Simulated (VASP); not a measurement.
Here is a VASP 6.6.1 calculation.

File INCAR:

```
SYSTEM = Ni
PREC = Accurate
ENCUT = 520
EDIFF = 1E-8
ISMEAR = -1
SIGMA = 0.05
LREAL = .FALSE.
LASPH = .TRUE.
NELM = 150
ALGO = Normal
ISIF = 2
LWAVE = .FALSE.
LCHARG = .FALSE.
ISPIN = 2
MAGMOM = 1.5
LORBIT = 11
LMAXMIX = 4
GGA = CA
LEFG = .TRUE.
NBANDS = 15
```

The input KPOINTS:

```
Automatic mesh
0
G
  20 20 20
  0 0 0
```

The input POSCAR:

```
Ni
1.0
    0.0000000000      1.7318592609      1.7318592609
    1.7318592609      0.0000000000      1.7318592609
    1.7318592609      1.7318592609      0.0000000000
Ni
1
Direct
    0.0000000000      0.0000000000      0.0000000000
```

Potentials or basis: VASP PAW LDA potentials, release 64 (Ni).

The run is started by

```console
$ cat potpaw_LDA.64/Ni/POTCAR > POTCAR
$ mpirun -np 1 vasp_std > vasp.out
```

Task: Estimate the site moments.

Result: Ni +0.60 μB.

Task: Predict the pressure.

Result: -8.1 GPa.

Task: What does it give for the net moment?

Result: 0.60 μB per cell.

Caveat: without QUAD_EFG the Cq values of the log hold for a quadrupole moment of 1 mb, not for the nuclei.
